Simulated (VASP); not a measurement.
# MnS (F-43m) in VASP: notebook

Aim: see how the results for MnS move with the level of theory and the settings. Levels: PBEsol+D4+U, PBEsol+U. Tasks: single point.

All numbers are computed with VASP 6.6.1; they aren't measurements. Logs are shortened: lines on timing, memory, paths and dates and some standing lists are left out, and cuts for length are marked.

## 1. The cell of the first run

It takes space group F-43m (No. 216, cubic). Conventional cell: a = 4.947 Å, b = 4.947 Å, c = 4.947 Å, α = 90.00°, β = 90.00°, γ = 90.00°. Mn (site symmetry -43m) has 4 S at 2.14 Å within 2.8 Å. Within 2.8 Å of S (site symmetry -43m) lie 4 Mn at 2.14 Å.

## 2. Single point, PBEsol+D4+U, collinear spin, ferromagnetic start

Input file INCAR:

```
SYSTEM = MnS
PREC     = Accurate       ! precision mode
ENCUT    = 520            ! plane-wave cutoff, eV
EDIFF    = 1E-6           ! SCF threshold, eV
ISMEAR   = -1             ! smearing method
SIGMA    = 0.1            ! smearing width, eV
LREAL    = .FALSE.        ! projectors in reciprocal space
LASPH    = .TRUE.         ! aspherical terms in the spheres
NELM     = 150            ! most SCF steps
ALGO     = Normal         ! electronic algorithm
ISIF     = 2              ! what is computed and relaxed
LWAVE    = .FALSE.        ! write WAVECAR
LCHARG   = .FALSE.        ! write CHGCAR
ISPIN    = 2              ! spin polarisation
MAGMOM   = 4 0            ! initial moments
LORBIT   = 11             ! projections on sites
LMAXMIX  = 4              ! l up to which the mixer works
LDAU     = .TRUE.         ! DFT+U
LDAUTYPE = 2            
LDAUL    = 2 -1           ! shell
LDAUU    = 4.5 0          ! U, eV
LDAUJ    = 0 0          
LDAUPRINT= 1            
GGA      = PS             ! functional
IVDW     = 13             ! dispersion correction
NBANDS   = 20             ! bands
```

Input file KPOINTS:

```
regular mesh
0
G
  9 9 9
  0 0 0
```

Input file POSCAR:

```
MnS
1.0
    0.0000000000      2.4734634191      2.4734634191
    2.4734634191      0.0000000000      2.4734634191
    2.4734634191      2.4734634191      0.0000000000
Mn S
1 1
Direct
    0.0000000000      0.0000000000      0.0000000000
    0.7500000000      0.7500000000      0.7500000000
```

Potentials or basis: VASP PAW PBE potentials, release 64 (Mn_pv, S).

Started as:

```sh
> cat potpaw_PBE.64/Mn_pv/POTCAR potpaw_PBE.64/S/POTCAR > POTCAR
> mpirun -np 1 vasp_std > vasp.out
```

OUTCAR:

```text
SYSTEM = MnS
   PREC = Accurate
   ENCUT = 520
   EDIFF = 1E-6
   ISMEAR = -1
   LREAL = .FALSE.
   LASPH = .TRUE.
   NELM = 150
   ISIF = 2
   ISPIN = 2
   LORBIT = 11
   GGA = PS
   IVDW = 13

 ion  position               nearest neighbor table
   1  0.000  0.000  0.000-   2 2.14   2 2.14   2 2.14   2 2.14
   2  0.750  0.750  0.750-   1 2.14   1 2.14   1 2.14   1 2.14

  LATTYP: Found a face centered cubic cell.
 ALAT       =     4.9469268382

  Lattice vectors:

 A1 = (   0.0000000000,   2.4734634191,   2.4734634191)
 A2 = (   2.4734634191,   0.0000000000,   2.4734634191)
 A3 = (   2.4734634191,   2.4734634191,   0.0000000000)

Analysis of symmetry for initial positions (statically):
=====================================================================
 Subroutine PRICEL returns:
 Original cell was already a primitive cell.

 Routine SETGRP: Setting up the symmetry group for a
 face centered cubic supercell.

 Subroutine GETGRP returns: Found 24 space group operations
 (whereof 24 operations were pure point group operations)
 out of a pool of 48 trial point group operations.

The static configuration has the point symmetry T_d .

Analysis of symmetry for dynamics (positions and initial velocities):
=====================================================================
 Subroutine PRICEL returns:
 Original cell was already a primitive cell.

 Routine SETGRP: Setting up the symmetry group for a
 face centered cubic supercell.

 Subroutine GETGRP returns: Found 24 space group operations
 (whereof 24 operations were pure point group operations)
 out of a pool of 48 trial point group operations.

The dynamic configuration has the point symmetry T_d .

Analysis of structural, dynamic, and magnetic symmetry:
=====================================================================
 Subroutine PRICEL returns:
 Original cell was already a primitive cell.

 Routine SETGRP: Setting up the symmetry group for a
 face centered cubic supercell.

 Subroutine GETGRP returns: Found 24 space group operations
 (whereof 24 operations were pure point group operations)
 out of a pool of 48 trial point group operations.

The overall configuration has the point symmetry T_d .

 Subroutine INISYM returns: Found 24 space group operations
 (whereof 24 operations are pure point group operations),
 and found     1 'primitive' translations

----------------------------------------------------------------------------------------

                                     Primitive cell

  volume of cell :      30.2654

  direct lattice vectors                    reciprocal lattice vectors
     0.000000000  2.473463419  2.473463419    -0.202145702  0.202145702  0.202145702
     2.473463419  0.000000000  2.473463419     0.202145702 -0.202145702  0.202145702
     2.473463419  2.473463419  0.000000000     0.202145702  0.202145702 -0.202145702

  length of vectors
     3.498005513  3.498005513  3.498005513     0.350126627  0.350126627  0.350126627

  position of ions in fractional coordinates (direct lattice)
     0.000000000  0.000000000  0.000000000
     0.750000000  0.750000000  0.750000000

  ion indices of the primitive-cell ions
   primitive index   ion index
                 1           1
                 2           2

----------------------------------------------------------------------------------------

 KPOINTS: regular mesh

Automatic generation of k-mesh.
 Grid dimensions read from file:
 generate k-points for:    9    9    9

 Generating k-lattice:

[... 61 lines left out ...]
   EDIFF  = 0.1E-05   stopping-criterion for ELM
   LREAL  =      F    real-space projection
   EDIFFG = 0.1E-04   stopping-criterion for IOM
   NSW    =      0    number of steps for IOM
   IBRION =     -1    ionic relax: 0-MD 1-quasi-New 2-CG
   NFREE  =      0    steps in history (QN), initial steepest desc. (CG)
   ISIF   =      2    stress and relaxation
   ISYM   =      2    0-nonsym 1-usesym 2-fastsym
   POTIM  = 0.5000    time-step for ionic-motion
   TEBEG  =    0.0;   TEEND  =   0.0 temperature during run
   PSTRESS=    0.0 pullay stress
   NELECT =      19.0000    total number of electrons
   NUPDOWN=      -1.0000    fix difference up-down
   EMIN   =  10.00;   EMAX   =-10.00  energy-range for DOS
   EFERMI =   0.00;   METHOD = LEGACY
   ISMEAR =    -1;   SIGMA  =   0.10  broadening in eV -4-tet -1-fermi 0-gaus
   EFERMI_NEDOS =   21; number of points for ismear=-14 and -15
   IALGO  =     38    algorithm
   IMIX   =      4    mixing-type and parameters
     AMIX     =   0.40;   BMIX     =  1.00
     AMIX_MAG =   1.60;   BMIX_MAG =  1.00
  volume/ion in A,a.u.               =      15.13       102.12
  Fermi-wavevector in a.u.,A,eV,Ry     =   1.401771  2.648964 26.734947  1.964963
  Thomas-Fermi vector in A             =   2.524600
   LORBIT       =     11    0 simple, 1 ext, 2 COOP (PROOUT), +10 PAW based schemes
 LDA+U is selected, type is set to LDAUTYPE =  2
   angular momentum for each species LDAUL =     2   -1
   U (eV)           for each species LDAUU =   4.5  0.0
   J (eV)           for each species LDAUJ =   0.0  0.0
   GGA     = PS    functional components
   LHFCALC =     F    Hartree Fock is set to
   AEXX    =    0.0000 exact exchange contribution
   IVDW    =    13    specifies the selected vdW correction
   LEPSILON=     F    determine dielectric tensor
   LRPA    =     F    only Hartree local field effects (RPA)
 spin polarized calculation
  energy-cutoff  :      520.00
  volume of cell :       30.27
 maximum number of plane-waves:       869
 NGX is ok and might be reduce to    28
   NGX = 13   NGY = 13   NGZ = 13

atom =   1  type =  1  l = 2

 onsite density matrix

spin component  1

  0.9086  0.0000  0.0000  0.0000  0.0000
  0.0000  0.9086  0.0000  0.0000 -0.0000
  0.0000  0.0000  0.9241 -0.0000 -0.0000
  0.0000  0.0000 -0.0000  0.9086 -0.0000
  0.0000 -0.0000 -0.0000 -0.0000  0.9241

spin component  2

  0.1598 -0.0000 -0.0000 -0.0000 -0.0000
 -0.0000  0.1598  0.0000 -0.0000  0.0000
 -0.0000  0.0000  0.0396  0.0000  0.0000
 -0.0000 -0.0000  0.0000  0.1598 -0.0000
 -0.0000  0.0000  0.0000 -0.0000  0.0396

 occupancies and eigenvectors

  o =  0.0396  v =  0.0000  0.0000  0.0000  0.0000  0.0000  0.0000  0.0000  0.0038 -0.0000  1.0000      0.0000  0.0000  0.0000  0.0000  0.0000  0.0000  0.0000  0.0000  0.0000  0.0000
  o =  0.0396  v =  0.0000  0.0000  0.0000  0.0000  0.0000  0.0000  0.0000 -1.0000  0.0000  0.0038      0.0000  0.0000  0.0000  0.0000  0.0000  0.0000  0.0000  0.0000  0.0000  0.0000
  o =  0.1598  v =  0.0000  0.0000  0.0000  0.0000  0.0000  0.0000 -0.9851 -0.0000  0.1719  0.0000      0.0000  0.0000  0.0000  0.0000  0.0000  0.0000  0.0000  0.0000  0.0000  0.0000
  o =  0.1598  v =  0.0000  0.0000  0.0000  0.0000  0.0000  0.0000  0.1719  0.0000  0.9851  0.0000      0.0000  0.0000  0.0000  0.0000  0.0000  0.0000  0.0000  0.0000  0.0000  0.0000
  o =  0.1598  v =  0.0000  0.0000  0.0000  0.0000  0.0000  1.0000  0.0000  0.0000  0.0000  0.0000      0.0000  0.0000  0.0000  0.0000  0.0000  0.0000  0.0000  0.0000  0.0000  0.0000
  o =  0.9086  v =  0.0000  1.0000 -0.0000 -0.0020 -0.0000  0.0000  0.0000  0.0000  0.0000  0.0000      0.0000  0.0000  0.0000  0.0000  0.0000  0.0000  0.0000  0.0000  0.0000  0.0000
  o =  0.9086  v =  1.0000  0.0000  0.0000  0.0000  0.0000  0.0000  0.0000  0.0000  0.0000  0.0000      0.0000  0.0000  0.0000  0.0000  0.0000  0.0000  0.0000  0.0000  0.0000  0.0000
  o =  0.9086  v =  0.0000  0.0020  0.0000  1.0000 -0.0000  0.0000  0.0000  0.0000  0.0000  0.0000      0.0000  0.0000  0.0000  0.0000  0.0000  0.0000  0.0000  0.0000  0.0000  0.0000
  o =  0.9241  v =  0.0000 -0.0000 -0.9945  0.0000 -0.1044  0.0000  0.0000  0.0000  0.0000  0.0000      0.0000  0.0000  0.0000  0.0000  0.0000  0.0000  0.0000  0.0000  0.0000  0.0000
  o =  0.9241  v =  0.0000  0.0000 -0.1044  0.0000  0.9945  0.0000  0.0000  0.0000  0.0000  0.0000      0.0000  0.0000  0.0000  0.0000  0.0000  0.0000  0.0000  0.0000  0.0000  0.0000

 number of electron      18.9999986 magnetization       4.4658032

 Free energy of the ion-electron system (eV)
  ---------------------------------------------------
  ext. energy  EPLUGINS =         0.00000000
  ---------------------------------------------------
  free energy    TOTEN  =       -11.57241068 eV

  energy without entropy =      -11.54434904  energy(sigma->0) =      -11.55837986

 E-fermi :   8.1506     XC(G=0): -11.3410

 val. band max:        8.1357492597   @ k =  -0.4444   0.3333   0.1111
 cond. band min:       8.1603985924   @ k =   0.3333   0.0000   0.0000
 fundamental gap:      0.0246493327
 Fermi energy:         8.1506145927

 spin component 1

 k-point     1 :       0.0000    0.0000    0.0000
  band No.  band energies     occupation
      1     -42.2856      1.00000
      2     -42.2856      1.00000
      3     -42.2856      1.00000
      4      -7.7260      1.00000
      5       0.8999      1.00000
      6       0.8999      1.00000
[... 1097 lines left out ...]
     19      25.2738      0.00000
     20      25.2738      0.00000

 [... further k-points ...]

------------------------ aborting loop because EDIFF is reached ----------------------------------------

  DFT-D4 for vdW energy calculation

  Edisp (eV):   -0.54068

  FORCE on cell =-STRESS in cart. coord.  units (eV):
  Direction    XX          YY          ZZ          XY          YZ          ZX
  --------------------------------------------------------------------------------------
  -------------------------------------------------------------------------------------
  Total       8.67328     8.67328     8.67328     0.00000     0.00000     0.00000
  in kB     459.14234   459.14234   459.14234     0.00000     0.00000     0.00000
  external pressure =      459.14 kB  Pullay stress =        0.00 kB

 VOLUME and BASIS-vectors are now :
 -----------------------------------------------------------------------------
  energy-cutoff  :      520.00
  volume of cell :       30.27
      direct lattice vectors                 reciprocal lattice vectors
     0.000000000  2.473463419  2.473463419    -0.202145702  0.202145702  0.202145702
     2.473463419  0.000000000  2.473463419     0.202145702 -0.202145702  0.202145702
     2.473463419  2.473463419  0.000000000     0.202145702  0.202145702 -0.202145702

 POSITION                                       TOTAL-FORCE (eV/Angst)
 -----------------------------------------------------------------------------------
      0.00000      0.00000      0.00000         0.000000     -0.000000      0.000000
      3.71020      3.71020      3.71020        -0.000000      0.000000     -0.000000
 -----------------------------------------------------------------------------------
    total drift:                               -0.000000     -0.000000     -0.000001

  FREE ENERGIE OF THE ION-ELECTRON SYSTEM (eV)
  ---------------------------------------------------
  free  energy   TOTEN  =       -12.1130858552 eV

  energy  without entropy=      -12.0850242167  energy(sigma->0) =      -12.09905504

 total charge

# of ion       s       p       d       tot
------------------------------------------
    1        0.374   6.429   5.102  11.905
    2        1.325   2.604   0.000   3.930
--------------------------------------------------
tot          1.699   9.033   5.102  15.834

 magnetization (x)

# of ion       s       p       d       tot
------------------------------------------
    1        0.052   0.101   4.006   4.159
    2        0.002  -0.001   0.000   0.002
--------------------------------------------------
tot          0.054   0.100   4.006   4.160
```

Run time: 38 s. Hardware: 1 thread of Intel Xeon Platinum 8375C at 2.90GHz (Ice Lake), shared host; peak memory 0.19 GiB.

Results:

```
Free energy                                           : -12.1131 eV
Pressure                                              : 45.9 GPa
Net moment                                            : 4.47 μB per cell
Site moments                                          : Mn +4.16; S +0.00 μB
Valence electrons inside the program's atomic spheres : Mn 11.90; S 3.93
Dispersion energy per atom                            : -0.270 eV
```

Eigenvalues of the final occupation matrices:
```
    site  spin  trace               eigenvalues
site 1 d     1   4.57  0.91 0.91 0.91 0.92 0.92
site 1 d     2   0.56  0.04 0.04 0.16 0.16 0.16
```

Caveat: the cell stands under pressure; the PAW data sets were made with another functional, which shifts forces and pressure a little; a cell with one magnetic atom can't hold antiferromagnetic order, which such compounds often take.

## 3. Single point, PBEsol+U, collinear spin, ferromagnetic start

Input file INCAR:

```
PREC     = Accurate       # precision mode
ENCUT    = 520            # plane-wave cutoff, eV
EDIFF    = 1E-7           # SCF threshold, eV
ISMEAR   = -1             # smearing method
SIGMA    = 0.05           # smearing width, eV
LREAL    = F              # projectors in reciprocal space
LASPH    = T              # aspherical terms in the spheres
NELM     = 150            # most SCF steps
ALGO     = Normal         # electronic algorithm
ISIF     = 2              # what is computed and relaxed
LWAVE    = F              # write WAVECAR
LCHARG   = T              # write CHGCAR
ISPIN    = 2              # spin polarisation
MAGMOM   = 4 0            # initial moments
LORBIT   = 11             # projections on sites
LMAXMIX  = 4              # l up to which the mixer works
LDAU     = T              # DFT+U
LDAUTYPE = 2            
LDAUL    = 2 -1           # shell
LDAUU    = 2 0            # U, eV
LDAUJ    = 0 0          
LDAUPRINT= 1            
GGA      = PS             # functional
LELF     = T              # ELF
LVHAR    = T            
NBANDS   = 20             # bands
```

Input file KPOINTS:

```
regular mesh
0
Gamma
  9 9 9
```

POSCAR is that of step 2.

Potentials or basis: VASP PAW PBE potentials, release 64 (Mn_pv, S).

Started as:

```sh
> cat potpaw_PBE.64/Mn_pv/POTCAR potpaw_PBE.64/S/POTCAR > POTCAR
> mpirun -np 1 vasp_std > vasp.out
```

Run time: 97 s. Hardware: 1 thread of Intel Xeon Platinum 8259CL at 2.50GHz (Skylake/Cascade Lake), shared host; peak memory 0.19 GiB.

It converged, with:

```
Free energy                                           : -12.8653 eV
Pressure                                              : 33.2 GPa
Net moment                                            : 3.86 μB per cell
Site moments                                          : Mn +3.61; S -0.01 μB
Valence electrons inside the program's atomic spheres : Mn 11.93; S 3.86
```

Levels at points of the mesh, in eV from the Fermi level:
Spin up:
| k point | band 8 | band 9 | band 10 | band 11 | band 12 | band 13 | band 14 | band 15 | band 16 | band 17 |
| --- | --- | --- | --- | --- | --- | --- | --- | --- | --- | --- |
| (0.00, 0.00, 0.00) | -3.84 | -3.84 | 1.89 | 1.89 | 1.89 | 2.96 | 6.84 | 6.84 | 6.84 | 12.35 |
Spin down:
| k point | band 3 | band 4 | band 5 | band 6 | band 7 | band 8 | band 9 | band 10 | band 11 | band 12 |
| --- | --- | --- | --- | --- | --- | --- | --- | --- | --- | --- |
| (0.00, 0.00, 0.00) | -46.36 | -15.56 | -4.46 | -4.46 | -4.46 | 0.91 | 0.91 | 3.35 | 4.58 | 4.58 |

Eigenvalues of the final occupation matrices:
| site | spin | trace | eigenvalues |
| --- | --- | --- | --- |
| site 1 d | 1 | 4.34 | 0.85 0.85 0.85 0.90 0.90 |
| site 1 d | 2 | 0.85 | 0.07 0.07 0.24 0.24 0.24 |

Caveat: the cell stands under pressure; the PAW data sets were made with another functional, which shifts forces and pressure a little; a cell with one magnetic atom can't hold antiferromagnetic order, which such compounds often take. The state reached can hang on the start; a lower one may exist.

## 4. Single point, PBEsol+U, collinear spin, ferromagnetic start

Input file INCAR:

```
  PREC = Accurate
  ENCUT = 520
  EDIFF = 1E-6
  ISMEAR = -1
  SIGMA = 0.05
  LREAL = False
  LASPH = True
  NELM = 150
  ALGO = Normal
  ISIF = 2
  LWAVE = False
  LCHARG = True
  ISPIN = 2
  MAGMOM = 4 0
  LORBIT = 11
  LMAXMIX = 4
  LDAU = True
  LDAUTYPE = 2
  LDAUL = 2 -1
  LDAUU = 4 0
  LDAUJ = 0 0
  LDAUPRINT = 1
  GGA = PS
  LELF = True
  LVHAR = True
  NBANDS = 20
```

KPOINTS is that of step 3.

POSCAR is that of step 3.

Started as:

```sh
> cat potpaw_PBE.64/Mn_pv/POTCAR potpaw_PBE.64/S/POTCAR > POTCAR
> mpirun -np 1 vasp_std > vasp.out
```

Run time: 89 s. Hardware: 1 thread of Intel Xeon Platinum 8259CL at 2.50GHz (Skylake/Cascade Lake), shared host; peak memory 0.19 GiB.

The run converged. Its results:

```yaml
Free_energy: -11.7883 eV
Pressure: 44.8 GPa
Net_moment: 4.32 μB per cell
Site_moments: Mn +4.04; S -0.01 μB
Valence_electrons_inside_the_program's_atomic_spheres: Mn 11.91; S 3.91
```

Levels at points of the mesh, in eV from the Fermi level:
Spin up:
```tsv
k point	band 10	band 11	band 12	band 13	band 14	band 15
(0.00, 0.00, 0.00)	1.43	1.43	1.43	2.90	6.76	6.76
```
Spin down:
| k point | band 4 | band 5 | band 6 | band 7 | band 8 | band 9 | band 10 | band 11 |
| --- | --- | --- | --- | --- | --- | --- | --- | --- |
| (0.00, 0.00, 0.00) | -15.50 | -4.12 | -4.12 | -4.12 | 1.82 | 1.82 | 3.36 | 5.22 |

Eigenvalues of the final occupation matrices:
| site | spin | trace | eigenvalues |
| --- | --- | --- | --- |
| site 1 d | 1 | 4.53 | 0.90 0.90 0.90 0.92 0.92 |
| site 1 d | 2 | 0.62 | 0.04 0.04 0.18 0.18 0.18 |

Caveat: the cell stands under pressure; the PAW data sets were made with another functional, which shifts forces and pressure a little; a cell with one magnetic atom can't hold antiferromagnetic order, which such compounds often take.

(Continued in part 2 of 2.)
